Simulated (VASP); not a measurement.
# Rb2H2Pt in VASP: single point with PBE

Aim: the single point of Rb2H2Pt with PBE.

Everything below comes from runs of VASP 6.6.1. Logs are shortened: lines on timing, memory, paths and dates and some standing lists are left out, and cuts for length are marked.

**1. The cell of the first run**

The typed cell holds 5 atoms: a = 5.387 Å, b = 5.387 Å, c = 5.242 Å, α = 90.00°, β = 90.00°, γ = 120.00°.

**2. Single point, PBE**

Input file INCAR:

```
SYSTEM = Rb2H2Pt
  ALGO = Normal
  EDIFF = 1E-6
  ENCUT = 520
  GGA = PE
  ISIF = 2
  ISMEAR = -1
  LASPH = .TRUE.
  LCHARG = .FALSE.
  LREAL = .FALSE.
  LWAVE = .FALSE.
  NBANDS = 23
  NELM = 80
  PREC = Accurate
  SIGMA = 0.0248
```

Input file KPOINTS:

```
k-points
0
G
  4 4 4
  0 0 0
```

Input file POSCAR:

```
Rb2H2Pt
1.0
    5.3872210000      0.0000000000      0.0000000000
   -2.6936110000      4.6654730000      0.0000000000
    0.0000000000      0.0000000000      5.2424260000
H Pt Rb
2 1 2
Direct
    0.0000000000      0.0000000000      0.3794000000
    0.0000000000      0.0000000000      0.6206000000
    0.0000000000      0.0000000000      0.0000000000
    0.3333000000      0.6667000000      0.2758000000
    0.6667000000      0.3333000000      0.7242000000
```

Potentials or basis: VASP PAW PBE potentials, release 64 (H, Pt, Rb_sv).

Started as:

```console
> cat potpaw_PBE.64/H/POTCAR potpaw_PBE.64/Pt/POTCAR potpaw_PBE.64/Rb_sv/POTCAR > POTCAR
> mpirun -np 1 vasp_std > vasp.out
```

OUTCAR:

```text
SYSTEM = Rb2H2Pt
   EDIFF = 1E-6
   ENCUT = 520
   GGA = PE
   ISIF = 2
   ISMEAR = -1
   LASPH = .TRUE.
   LREAL = .FALSE.
   NELM = 80
   PREC = Accurate

 ion  position               nearest neighbor table
   1  0.000  0.000  0.379-   3 1.99   4 3.16   4 3.16   4 3.16
   2  0.000  0.000  0.621-   3 1.99   5 3.16   5 3.16   5 3.16
   3  0.000  0.000  0.000-   1 1.99   2 1.99   4 3.43   5 3.43   5 3.43   4 3.43   5 3.43   4 3.43

   4  0.333  0.667  0.276-   1 3.16   1 3.16   1 3.16   3 3.43   3 3.43   3 3.43   5 3.90   5 3.90
                             5 3.90   5 4.25   5 4.25   5 4.25
   5  0.667  0.333  0.724-   2 3.16   2 3.16   2 3.16   3 3.43   3 3.43   3 3.43   4 3.90   4 3.90
                             4 3.90   4 4.25   4 4.25   4 4.25

  LATTYP: Found a hexagonal cell.
 ALAT       =     5.3872210000
 C/A-ratio  =     0.9731225060

  Lattice vectors:

 A1 = (   5.3872210000,   0.0000000000,   0.0000000000)
 A2 = (  -2.6936110000,   4.6654730000,   0.0000000000)
 A3 = (   0.0000000000,   0.0000000000,   5.2424260000)

Analysis of symmetry for initial positions (statically):
=====================================================================
 Subroutine PRICEL returns:
 Original cell was already a primitive cell.

 Routine SETGRP: Setting up the symmetry group for a
 hexagonal supercell.

 Subroutine GETGRP returns: Found  4 space group operations
 (whereof  4 operations were pure point group operations)
 out of a pool of 24 trial point group operations.

The static configuration has the point symmetry C_2h.

Analysis of symmetry for dynamics (positions and initial velocities):
=====================================================================
 Subroutine PRICEL returns:
 Original cell was already a primitive cell.

 Routine SETGRP: Setting up the symmetry group for a
 hexagonal supercell.

 Subroutine GETGRP returns: Found  4 space group operations
 (whereof  4 operations were pure point group operations)
 out of a pool of 24 trial point group operations.

The dynamic configuration has the point symmetry C_2h.

 Subroutine INISYM returns: Found  4 space group operations
 (whereof  4 operations are pure point group operations),
 and found     1 'primitive' translations

----------------------------------------------------------------------------------------

                                     Primitive cell

  volume of cell :     131.7628
[... 93 lines left out ...]
   NELM   =     80;   NELMIN=  2; NELMDL= -5     # of ELM steps
   EDIFF  = 0.1E-05   stopping-criterion for ELM
   LREAL  =      F    real-space projection
   EDIFFG = 0.1E-04   stopping-criterion for IOM
   NSW    =      0    number of steps for IOM
   IBRION =     -1    ionic relax: 0-MD 1-quasi-New 2-CG
   NFREE  =      0    steps in history (QN), initial steepest desc. (CG)
   ISIF   =      2    stress and relaxation
   ISYM   =      2    0-nonsym 1-usesym 2-fastsym
   POTIM  = 0.5000    time-step for ionic-motion
   TEBEG  =    0.0;   TEEND  =   0.0 temperature during run
   PSTRESS=    0.0 pullay stress
   NELECT =      30.0000    total number of electrons
   NUPDOWN=      -1.0000    fix difference up-down
   EMIN   =  10.00;   EMAX   =-10.00  energy-range for DOS
   EFERMI =   0.00;   METHOD = LEGACY
   ISMEAR =    -1;   SIGMA  =   0.02  broadening in eV -4-tet -1-fermi 0-gaus
   EFERMI_NEDOS =   21; number of points for ismear=-14 and -15
   IALGO  =     38    algorithm
   IMIX   =      4    mixing-type and parameters
     AMIX     =   0.40;   BMIX     =  1.00
     AMIX_MAG =   1.60;   BMIX_MAG =  1.00
  volume/ion in A,a.u.               =      26.35       177.84
  Fermi-wavevector in a.u.,A,eV,Ry     =   0.999657  1.889078 13.596493  0.999314
  Thomas-Fermi vector in A             =   2.131962
   LORBIT       =      0    0 simple, 1 ext, 2 COOP (PROOUT), +10 PAW based schemes
   GGA     = PE    functional components
   LHFCALC =     F    Hartree Fock is set to
   AEXX    =    0.0000 exact exchange contribution
   IVDW    =     0    specifies the selected vdW correction
   LEPSILON=     F    determine dielectric tensor
   LRPA    =     F    only Hartree local field effects (RPA)
 non-spin polarized calculation
  energy-cutoff  :      520.00
  volume of cell :      131.76
 maximum number of plane-waves:      3574
   NGX = 21   NGY = 21   NGZ = 19

 number of electron      29.9999998 magnetization

 Free energy of the ion-electron system (eV)
  ---------------------------------------------------
  ext. energy  EPLUGINS =         0.00000000
  ---------------------------------------------------
  free energy    TOTEN  =       -14.60335733 eV

  energy without entropy =      -14.59778026  energy(sigma->0) =      -14.60056880

 E-fermi :   2.0573     XC(G=0):  -7.6809

 val. band max:        2.0272756356   @ k =  -0.2500   0.5000   0.0000
 cond. band min:       2.0914806954   @ k =   0.5000   0.0000   0.0000
 fundamental gap:      0.0642050598
 Fermi energy:         2.0572524252

 k-point     1 :       0.0000    0.0000    0.0000
  band No.  band energies     occupation
      1     -26.3663      2.00000
      2     -26.2917      2.00000
      3     -10.6953      2.00000
      4     -10.5463      2.00000
      5     -10.5460      2.00000
      6     -10.3218      2.00000
[... 613 lines left out ...]
     22       7.5228      0.00000
     23       7.7342      0.00000

------------------------ aborting loop because EDIFF is reached ----------------------------------------

  FORCE on cell =-STRESS in cart. coord.  units (eV):
  Direction    XX          YY          ZZ          XY          YZ          ZX
  --------------------------------------------------------------------------------------
  -------------------------------------------------------------------------------------
  Total       -1.0151668     -1.0147948     -4.7699214      0.0003234     -0.0002734      0.0004735
  in kB      -12.3439805    -12.3394563    -58.0001370      0.0039320     -0.0033239      0.0057573
  external PRESSURE =     -27.5611912 kB  Pullay stress =       0.0000000 kB

 VOLUME and BASIS-vectors are now :
 -----------------------------------------------------------------------------
  energy-cutoff  :      520.00
  volume of cell :      131.76
      direct lattice vectors                 reciprocal lattice vectors
     5.387221000  0.000000000  0.000000000     0.185624462  0.107170290  0.000000000
    -2.693611000  4.665473000  0.000000000     0.000000000  0.214340540  0.000000000
     0.000000000  0.000000000  5.242426000     0.000000000  0.000000000  0.190751381

 POSITION                                       TOTAL-FORCE (eV/Angst)
 -----------------------------------------------------------------------------------
      0.00000      0.00000      1.98898        -0.000307      0.000177     -1.799382
      0.00000      0.00000      3.25345         0.000307     -0.000177      1.799382
      0.00000      0.00000      0.00000        -0.000000      0.000000      0.000000
     -0.00027      3.11047      1.44586         0.000394     -0.000228     -0.091039
      2.69388      1.55500      3.79656        -0.000394      0.000228      0.091039
 -----------------------------------------------------------------------------------
    total drift:                                0.000000      0.000000      0.000000

  FREE ENERGIE OF THE ION-ELECTRON SYSTEM (eV)
  ---------------------------------------------------
  free  energy   TOTEN  =       -14.6033573292 eV

  energy  without entropy=      -14.5977802644  energy(sigma->0) =      -14.60056880
```

OSZICAR:

```text
N       E                     dE             d eps       ncg     rms          rms(c)
DAV:   1     0.161063822732E+03    0.16106E+03   -0.12822E+04  1104   0.110E+03
DAV:   2    -0.503373535155E+01   -0.16610E+03   -0.15478E+03  1447   0.225E+02
DAV:   3    -0.154299309516E+02   -0.10396E+02   -0.10319E+02  1559   0.542E+01
DAV:   4    -0.157540229132E+02   -0.32409E+00   -0.32386E+00  1645   0.764E+00
DAV:   5    -0.157603052323E+02   -0.62823E-02   -0.62822E-02  1494   0.980E-01    0.540E+00
DAV:   6    -0.148566095997E+02    0.90370E+00   -0.73090E-01  1272   0.346E+00    0.346E+00
DAV:   7    -0.146080690184E+02    0.24854E+00   -0.11663E+00  1365   0.385E+00    0.141E+00
DAV:   8    -0.146024312270E+02    0.56378E-02   -0.22127E-01  1449   0.125E+00    0.817E-01
DAV:   9    -0.146015889908E+02    0.84224E-03   -0.25942E-02  1373   0.967E-01    0.225E-01
DAV:  10    -0.146033413371E+02   -0.17523E-02   -0.57191E-03  1474   0.282E-01    0.162E-01
DAV:  11    -0.146037004844E+02   -0.35915E-03   -0.34707E-03  1343   0.215E-01    0.104E-01
DAV:  12    -0.146033478071E+02    0.35268E-03   -0.71132E-04  1328   0.111E-01    0.270E-02
DAV:  13    -0.146033513914E+02   -0.35843E-05   -0.14938E-04  1399   0.456E-02    0.640E-03
DAV:  14    -0.146033564927E+02   -0.51013E-05   -0.15407E-05  1215   0.144E-02    0.405E-03
DAV:  15    -0.146033573292E+02   -0.83651E-06   -0.13610E-06  1243   0.561E-03
   1 F= -.14603357E+02 E0= -.14600569E+02  d E =-.557706E-02
```

It took 71 s on 1 thread of Intel Xeon Platinum 8259CL at 2.50GHz (Skylake/Cascade Lake), shared host; peak memory 0.28 GiB.

Results:

```yaml
Free_energy: -14.6034 eV
Pressure: -2.8 GPa
Largest_force: 1.799 eV/Å
Band_gap_on_the_k_mesh: 0.06 eV (least direct gap 0.08 eV)
```

Forces in eV/Å, atoms in the order of the input:
```
H    0.000  0.000 -1.799
H    0.000  0.000  1.799
Pt   0.000  0.000  0.000
Rb   0.000  0.000 -0.091
Rb   0.000  0.000  0.091
```

Caveat: spin-orbit coupling is left out, which moves the levels of the heavy elements; forces of over 1 eV/Å act on the atoms, so gaps and moduli don't describe the material at rest.
